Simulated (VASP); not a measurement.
A run of VASP 6.6.1 is set up as follows.

Contents of INCAR:

```
SYSTEM = B2As3
PREC = Accurate ; ENCUT = 600
EDIFF = 1E-7 ; ISMEAR = 0
SIGMA = 0.1 ; LREAL = .False.
LASPH = .True. ; NELM = 80
ALGO = Normal ; ISIF = 3
LWAVE = .False. ; LCHARG = .False.
GGA = PE ; IBRION = 2
NSW = 100 ; EDIFFG = -0.01
```

The input KPOINTS:

```
Automatic mesh
0
Gamma
  10 10 4
  0 0 0
```

POSCAR

```
B2As3
1.0
    2.9664998823     -1.6841224570      0.0000000000
    2.9664998823      1.6841224570      0.0000000000
   -1.9006755067      0.0000000000      7.9348645898
B As
2 3
Direct
    0.1365920290      0.1365920290      0.7305553694
    0.9520963851      0.9520963851      0.2201537021
    0.5942899896      0.5942899896      0.1364595792
    0.4974291823      0.4974291823      0.8145114436
    0.1505924040      0.1505924040      0.4733209457
```

Potentials or basis: VASP PAW PBE potentials, release 64 (B, As).

Command:

```sh
$ cat potpaw_PBE.64/B/POTCAR potpaw_PBE.64/As/POTCAR > POTCAR
$ mpirun -np 1 vasp_std > vasp.out
```

Task: Predict the space group after relaxing (to 0.1 Å).

Result: Cm (No. 8).

Task: Predict the relaxed cell.

Result: a = 3.443 Å, b = 3.443 Å, c = 8.092 Å, α = 101.90°, β = 101.90°, γ = 58.47°.

Task: Predict the band gap on the k mesh.

Result: Zero (an odd number of electrons rules out a gap without spin polarisation).

Final structure:
```
CELL_PARAMETERS angstrom
3.00439 -1.68159 0.00255
3.00439 1.68159 0.00255
-1.91836 0.00000 7.86161
ATOMIC_POSITIONS crystal
B 0.13566 0.13566 0.72887
B 0.94930 0.94930 0.22227
As 0.59223 0.59223 0.13804
As 0.49562 0.49562 0.81331
As 0.15820 0.15820 0.47251
```

Caveat: an odd number of electrons without spin polarisation forces a metal; a magnetic or distorted state may lie lower.
